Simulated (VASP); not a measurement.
# FeSe3 (P6_3/mmc) in VASP: single point with PBE

Aim: the single point of FeSe3 with PBE.

Everything below comes from runs of VASP 6.6.1. Logs are shortened: lines on timing, memory, paths and dates and some standing lists are left out, and cuts for length are marked.

## (1) The cell of the first run

It takes space group P6_3/mmc (No. 194, hexagonal). The conventional cell has a = 8.113 Å, b = 8.113 Å, c = 3.296 Å, α = 90.00°, β = 90.00°, γ = 120.00°. Fe (site symmetry -6m2) has 6 Se at 2.34 Å within 3.1 Å. Se (site symmetry mm2) has 2 Fe at 2.34 Å and 2 Se at 2.89 Å within 3.1 Å.

## (2) Single point, PBE, collinear spin, ferromagnetic start

INCAR

```
SYSTEM = FeSe3
PREC = Accurate
ENCUT = 520
EDIFF = 1E-7
ISMEAR = 0
SIGMA = 0.1
LREAL = .FALSE.
LASPH = .TRUE.
NELM = 150
ALGO = Normal
ISIF = 2
LWAVE = .FALSE.
LCHARG = .FALSE.
ISPIN = 2
MAGMOM = 3.78 3.78 0 0 0 0 0 0
LORBIT = 11
LMAXMIX = 4
GGA = PE
NBANDS = 40
```

KPOINTS

```
regular mesh
0
G
  3 3 4
  0 0 0
```

POSCAR

```
FeSe3
1.0
    8.1133341505      0.0000000000      0.0000000000
   -4.0566670753      7.0263534837      0.0000000000
    0.0000000000      0.0000000000      3.2962599139
Fe Se
2 6
Direct
    0.3333333333      0.6666666667      0.2500000000
    0.6666666667      0.3333333333      0.7500000000
    0.7852953657      0.5705907315      0.2500000000
    0.2147046343      0.7852953657      0.7500000000
    0.4294092685      0.2147046343      0.2500000000
    0.2147046343      0.4294092685      0.7500000000
    0.7852953657      0.2147046343      0.2500000000
    0.5705907315      0.7852953657      0.7500000000
```

Potentials or basis: VASP PAW PBE potentials, release 64 (Fe, Se).

Started as:

```
$ cat potpaw_PBE.64/Fe/POTCAR potpaw_PBE.64/Se/POTCAR > POTCAR
$ mpirun -np 1 vasp_std > vasp.out
```

OUTCAR:

```text
SYSTEM = FeSe3
   PREC = Accurate
   ENCUT = 520
   EDIFF = 1E-7
   ISMEAR = 0
   LREAL = .FALSE.
   LASPH = .TRUE.
   NELM = 150
   ISIF = 2
   ISPIN = 2
   LORBIT = 11
   GGA = PE

 ion  position               nearest neighbor table
   1  0.333  0.667  0.250-   4 2.34   4 2.34   8 2.34   8 2.34   6 2.34   6 2.34
   2  0.667  0.333  0.750-   7 2.34   7 2.34   5 2.34   5 2.34   3 2.34   3 2.34
   3  0.785  0.571  0.250-   2 2.34   2 2.34
   4  0.215  0.785  0.750-   1 2.34   1 2.34
   5  0.429  0.215  0.250-   2 2.34   2 2.34
   6  0.215  0.429  0.750-   1 2.34   1 2.34
   7  0.785  0.215  0.250-   2 2.34   2 2.34
   8  0.571  0.785  0.750-   1 2.34   1 2.34

  LATTYP: Found a hexagonal cell.
 ALAT       =     8.1133341505
 C/A-ratio  =     0.4062768589

  Lattice vectors:

 A1 = (   8.1133341505,   0.0000000000,   0.0000000000)
 A2 = (  -4.0566670753,   7.0263534837,   0.0000000000)
 A3 = (   0.0000000000,   0.0000000000,   3.2962599139)

Analysis of symmetry for initial positions (statically):
=====================================================================
 Subroutine PRICEL returns:
 Original cell was already a primitive cell.

 Routine SETGRP: Setting up the symmetry group for a
 hexagonal supercell.

 Subroutine GETGRP returns: Found 24 space group operations
 (whereof 12 operations were pure point group operations)
 out of a pool of 24 trial point group operations.

The static configuration has the point symmetry D_3d.
 The point group associated with its full space group is D_6h.

Analysis of symmetry for dynamics (positions and initial velocities):
=====================================================================
 Subroutine PRICEL returns:
 Original cell was already a primitive cell.

 Routine SETGRP: Setting up the symmetry group for a
 hexagonal supercell.

 Subroutine GETGRP returns: Found 24 space group operations
 (whereof 12 operations were pure point group operations)
 out of a pool of 24 trial point group operations.

The dynamic configuration has the point symmetry D_3d.
 The point group associated with its full space group is D_6h.

Analysis of structural, dynamic, and magnetic symmetry:
=====================================================================
 Subroutine PRICEL returns:
 Original cell was already a primitive cell.

 Routine SETGRP: Setting up the symmetry group for a
 hexagonal supercell.

 Subroutine GETGRP returns: Found 24 space group operations
 (whereof 12 operations were pure point group operations)
 out of a pool of 24 trial point group operations.

The overall configuration has the point symmetry D_3d.
 The point group associated with its full space group is D_6h.

 Subroutine INISYM returns: Found 24 space group operations
 (whereof 12 operations are pure point group operations),
 and found     1 'primitive' translations

----------------------------------------------------------------------------------------

                                     Primitive cell

  volume of cell :     187.9104

  direct lattice vectors                    reciprocal lattice vectors
     8.113334151  0.000000000  0.000000000     0.123253891  0.071160667  0.000000000
    -4.056667075  7.026353484  0.000000000     0.000000000  0.142321334  0.000000000
     0.000000000  0.000000000  3.296259914     0.000000000  0.000000000  0.303374135

  length of vectors
     8.113334151  8.113334151  3.296259914     0.142321334  0.142321334  0.303374135

  position of ions in fractional coordinates (direct lattice)
     0.333333333  0.666666667  0.250000000
     0.666666667  0.333333333  0.750000000
     0.785295366  0.570590731  0.250000000
     0.214704634  0.785295366  0.750000000
     0.429409269  0.214704634  0.250000000
     0.214704634  0.429409269  0.750000000
     0.785295366  0.214704634  0.250000000
     0.570590731  0.785295366  0.750000000

  ion indices of the primitive-cell ions
   primitive index   ion index
[... 46 lines left out ...]
   k-points           NKPTS =      9   k-points in BZ     NKDIM =      9   number of bands    NBANDS=     40
   number of dos      NEDOS =    301   number of ions     NIONS =      8
   total plane-waves  NPLWV = 100800
   dimension x,y,z NGX =    60 NGY =   60 NGZ =   28
   dimension x,y,z NGXF=   120 NGYF=  120 NGZF=   56
   ions per type =               2   6
   NGX,Y,Z   is equivalent  to a cutoff of  12.29, 12.29, 14.12 a.u.
   NGXF,Y,Z  is equivalent  to a cutoff of  24.59, 24.59, 28.24 a.u.
 SYSTEM =  FeSe3
   PREC   = accura    normal or accurate (medium, high low for compatibility)
   ISTART =      0    job   : 0-new  1-cont  2-samecut
   ICHARG =      2    charge: 1-file 2-atom 10-const
   ISPIN  =      2    spin polarized calculation?
   LNONCOLLINEAR =      F non collinear calculations
   LSORBIT =      F    spin-orbit coupling
   LASPH  =      T    aspherical Exc in radial PAW
   ENCUT  =  520.0 eV  38.22 Ry    6.18 a.u.  15.09 15.09  6.13*2*pi/ulx,y,z
   NELM   =    150;   NELMIN=  2; NELMDL= -5     # of ELM steps
   EDIFF  = 0.1E-06   stopping-criterion for ELM
   LREAL  =      F    real-space projection
   EDIFFG = 0.1E-05   stopping-criterion for IOM
   NSW    =      0    number of steps for IOM
   IBRION =     -1    ionic relax: 0-MD 1-quasi-New 2-CG
   NFREE  =      0    steps in history (QN), initial steepest desc. (CG)
   ISIF   =      2    stress and relaxation
   ISYM   =      2    0-nonsym 1-usesym 2-fastsym
   POTIM  = 0.5000    time-step for ionic-motion
   TEBEG  =    0.0;   TEEND  =   0.0 temperature during run
   PSTRESS=    0.0 pullay stress
   NELECT =      52.0000    total number of electrons
   NUPDOWN=      -1.0000    fix difference up-down
   EMIN   =  10.00;   EMAX   =-10.00  energy-range for DOS
   EFERMI =   0.00;   METHOD = LEGACY
   ISMEAR =     0;   SIGMA  =   0.10  broadening in eV -4-tet -1-fermi 0-gaus
   EFERMI_NEDOS =   21; number of points for ismear=-14 and -15
   IALGO  =     38    algorithm
   IMIX   =      4    mixing-type and parameters
     AMIX     =   0.40;   BMIX     =  1.00
     AMIX_MAG =   1.60;   BMIX_MAG =  1.00
  volume/ion in A,a.u.               =      23.49       158.51
  Fermi-wavevector in a.u.,A,eV,Ry     =   1.066823  2.016003 15.484943  1.138111
  Thomas-Fermi vector in A             =   2.202420
   LORBIT       =     11    0 simple, 1 ext, 2 COOP (PROOUT), +10 PAW based schemes
   GGA     = PE    functional components
   LHFCALC =     F    Hartree Fock is set to
   AEXX    =    0.0000 exact exchange contribution
   IVDW    =     0    specifies the selected vdW correction
   LEPSILON=     F    determine dielectric tensor
   LRPA    =     F    only Hartree local field effects (RPA)
 spin polarized calculation
 Gauss-broadening in eV      SIGMA  =   0.10
  energy-cutoff  :      520.00
  volume of cell :      187.91
 maximum number of plane-waves:      5088
   NGX = 31   NGY = 31   NGZ = 13

 number of electron      52.0000025 magnetization       0.0003017

 number of electron      52.0000025 magnetization      -0.0005385

 Free energy of the ion-electron system (eV)
  ---------------------------------------------------
  ext. energy  EPLUGINS =         0.00000000
  ---------------------------------------------------
  free energy    TOTEN  =       -37.17629202 eV

  energy without entropy =      -37.15760160  energy(sigma->0) =      -37.16694681

 E-fermi :   3.0532     XC(G=0):  -9.2165

 val. band max:        3.0285074025   @ k =   0.3333   0.3333   0.0000
 cond. band min:       3.1107526121   @ k =   0.3333  -0.0000   0.0000
 fundamental gap:      0.0822452096
 Fermi energy:         3.0531658691

 spin component 1

 k-point     1 :       0.0000    0.0000    0.0000
  band No.  band energies     occupation
      1     -12.1052      1.00000
      2     -11.3689      1.00000
      3     -10.0189      1.00000
      4     -10.0189      1.00000
      5      -9.6775      1.00000
      6      -9.6775      1.00000
[... 358 lines left out ...]
     37       8.6837      0.00000
     38       8.6837      0.00000
 Fermi energy:         3.0531658691

 spin component 2

 k-point     1 :       0.0000    0.0000    0.0000
  band No.  band energies     occupation
      1     -12.1052      1.00000
      2     -11.3689      1.00000
      3     -10.0189      1.00000
      4     -10.0189      1.00000
      5      -9.6775      1.00000
      6      -9.6775      1.00000
[... 358 lines left out ...]
     37       8.6837      0.00000
     38       8.6837      0.00000
 [bands above 38 left out]

------------------------ aborting loop because EDIFF is reached ----------------------------------------

  FORCE on cell =-STRESS in cart. coord.  units (eV):
  Direction    XX          YY          ZZ          XY          YZ          ZX
  --------------------------------------------------------------------------------------
  -------------------------------------------------------------------------------------
  Total        0.3583581      0.3583581      0.3700800     -0.0000000      0.0000000      0.0000000
  in kB        3.0554631      3.0554631      3.1554071     -0.0000000      0.0000000      0.0000000
  external PRESSURE =       3.0887777 kB  Pullay stress =       0.0000000 kB

 VOLUME and BASIS-vectors are now :
 -----------------------------------------------------------------------------
  energy-cutoff  :      520.00
  volume of cell :      187.91
      direct lattice vectors                 reciprocal lattice vectors
     8.113334151  0.000000000  0.000000000     0.123253891  0.071160667  0.000000000
    -4.056667075  7.026353484  0.000000000     0.000000000  0.142321334  0.000000000
     0.000000000  0.000000000  3.296259914     0.000000000  0.000000000  0.303374135

 POSITION                                       TOTAL-FORCE (eV/Angst)
 -----------------------------------------------------------------------------------
     -0.00000      4.68424      0.82406         0.000000     -0.000000      0.000000
      4.05667      2.34212      2.47219         0.000000     -0.000000      0.000000
      4.05667      4.00917      0.82406        -0.000000      0.035089     -0.000000
     -1.44371      5.51776      2.47219        -0.030388      0.017544     -0.000000
      2.61296      1.50859      0.82406        -0.030388     -0.017544     -0.000000
      0.00000      3.01718      2.47219         0.000000     -0.035089      0.000000
      5.50038      1.50859      0.82406         0.030388     -0.017544      0.000000
      1.44371      5.51776      2.47219         0.030388      0.017544     -0.000000
 -----------------------------------------------------------------------------------
    total drift:                               -0.000000      0.000000      0.000000

  FREE ENERGIE OF THE ION-ELECTRON SYSTEM (eV)
  ---------------------------------------------------
  free  energy   TOTEN  =       -37.1762920157 eV

  energy  without entropy=      -37.1576016049  energy(sigma->0) =      -37.16694681

 total charge

# of ion       s       p       d       tot
------------------------------------------
    1        0.438   0.570   6.460   7.468
    2        0.438   0.570   6.460   7.468
    3        1.496   2.199   0.055   3.749
    4        1.496   2.199   0.055   3.749
    5        1.496   2.199   0.055   3.749
    6        1.496   2.199   0.055   3.749
    7        1.496   2.199   0.055   3.749
    8        1.496   2.199   0.055   3.749
--------------------------------------------------
tot          9.852  14.331  13.250  37.433

 magnetization (x)

# of ion       s       p       d       tot
------------------------------------------
    1       -0.000  -0.000  -0.000  -0.000
    2       -0.000  -0.000  -0.000  -0.000
    3       -0.000   0.000   0.000   0.000
    4       -0.000   0.000   0.000   0.000
    5       -0.000   0.000   0.000   0.000
    6       -0.000   0.000   0.000   0.000
    7       -0.000   0.000   0.000   0.000
    8       -0.000   0.000   0.000   0.000
--------------------------------------------------
tot         -0.000   0.000  -0.001  -0.000
```

Wall time 6.5 min (1 thread of Intel Xeon Platinum 8259CL at 2.50GHz (Skylake/Cascade Lake), shared host); peak memory 0.43 GiB.

Results:

| Property | Result |
| --- | --- |
| Free energy | -37.1763 eV |
| Pressure | 0.3 GPa |
| Largest force | 0.035 eV/Å |
| Band gap on the k mesh | zero (filled and empty bands overlap) |
| Net moment | 0.00 μB per cell |
| Valence electrons inside the program's atomic spheres | Fe 7.47; Se 3.75 |

Forces in eV/Å, atoms in the order of the input:
```
Fe   0.000  0.000  0.000
Fe   0.000  0.000  0.000
Se   0.000  0.035  0.000
Se  -0.030  0.018  0.000
Se  -0.030 -0.018  0.000
Se   0.000 -0.035  0.000
Se   0.030 -0.018  0.000
Se   0.030  0.018  0.000
```

Caveat: the k points lie up to 0.48 Å⁻¹ apart, too coarse for converged energies and pressures of a metal; the moments typed at the start vanished in this run; this functional lacks dispersion, which binds layers or chains, so the pressure and a relaxed spacing across them are unreliable. With open d or f shells a metallic result of PBE can be an artefact of self-interaction; +U or a hybrid may open a gap.

The gap in the log of VASP goes by the Fermi energy; the results here count the filled bands.